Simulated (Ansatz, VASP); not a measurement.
## WSe2: VASP beside Ansatz

INCAR

```
SYSTEM = WSe2
PREC     = Accurate       ! precision mode
ENCUT    = 520            ! plane-wave cutoff, eV
EDIFF    = 1E-6           ! SCF threshold, eV
ISMEAR   = 0              ! smearing method
SIGMA    = 0.02           ! smearing width, eV
LREAL    = .False.        ! projectors in reciprocal space
LASPH    = .True.         ! aspherical terms in the spheres
NELM     = 80             ! most SCF steps
ALGO     = Normal         ! electronic algorithm
ISIF     = 2              ! what is computed and relaxed
LWAVE    = .False.        ! write WAVECAR
LCHARG   = .False.        ! write CHGCAR
LDIPOL   = .True.       
IDIPOL   = 3            
DIPOL    = 0.5 0.5 0.500
GGA      = PE             ! functional
IVDW     = 12             ! dispersion correction
IBRION   = 2              ! ionic algorithm
NSW      = 60             ! ionic steps
EDIFFG   = -0.01          ! ionic threshold
```

Contents of KPOINTS:

```
regular mesh
0
Gamma
  12 12 1
  0 0 0
```

File POSCAR:

```
WSe2
1.0
    3.5155073254      0.0000000000      0.0000000000
   -1.7577536627      3.0445186510      0.0000000000
    0.0000000000      0.0000000000     32.7374894635
Se W
2 1
Direct
    0.3333333333      0.6666666667      0.4485393955
    0.3333333333      0.6666666667      0.5514606045
    0.6666666667      0.3333333333      0.5000000000
```

Input for Ansatz:

```yaml
crystal:
  lattice:
    - [3.5155073254, 0.0, 0.0]
    - [-1.7577536627, 3.044518651, 0.0]
    - [0.0, 0.0, 32.7374894635]
  atoms:
    - { symbol: Se, position: [0.3333333333, 0.6666666667, 0.4485393955] }
    - { symbol: W, position: [0.6666666667, 0.3333333333, 0.5] }
    - { symbol: Se, position: [0.3333333333, 0.6666666667, 0.5514606045] }
  periodic: [true, true, false]
basis:
  ecutwfc: 420
kpoints:
  mp_grid: { grid: [12, 12, 1] }
  band_path:
    path:
      - [0, 0, 0]
      - [0.5, 0, 0]
      - [0.3333333333333, 0.3333333333333, 0]
      - [0, 0, 0]
    npoints: 8
hamiltonian:
  xc: pbe
  dispersion: d3bj
scf:
  occupations: { method: gaussian, width: 0.02 }
output:
  forces: true
  stress: true
  eigenvalues: true
  write_density: true
  write_potential: true
  elf: true
  volumetric_format: npy
relax:
  adjacent_minimum: "off"
  f_tol: 0.01
  max_steps: 40
```

Change from the starting cell: biaxial strain +0.070, atoms relaxed.

Alike in both runs: task relaxation of the atoms; functional PBE; dispersion D3(BJ); k mesh 12 × 12 × 1; occupations gaussian, width 0.02 eV; no spin polarisation.

```csv
,VASP,Ansatz
version,VASP 6.6.1,Ansatz 0.2.0
potentials or method,"VASP PAW PBE potentials, release 64 (Se, W_sv), cutoff 520 eV","scalar-relativistic, plane waves, PAW"
valence electrons in the cell,26,46
```

```csv
,VASP,Ansatz,Ansatz less VASP
"gap on the k mesh at the Fermi level, each at its own relaxed structure (eV)",0.68,0.67,-0.006
```

VASP's potentials hold 26 valence electrons a cell and Ansatz's 46, so a difference there can come from the potentials and not from the codes. Ansatz's warnings: stress scf threshold loose, xc potential rough in thin density.

Spin-orbit coupling is off throughout.
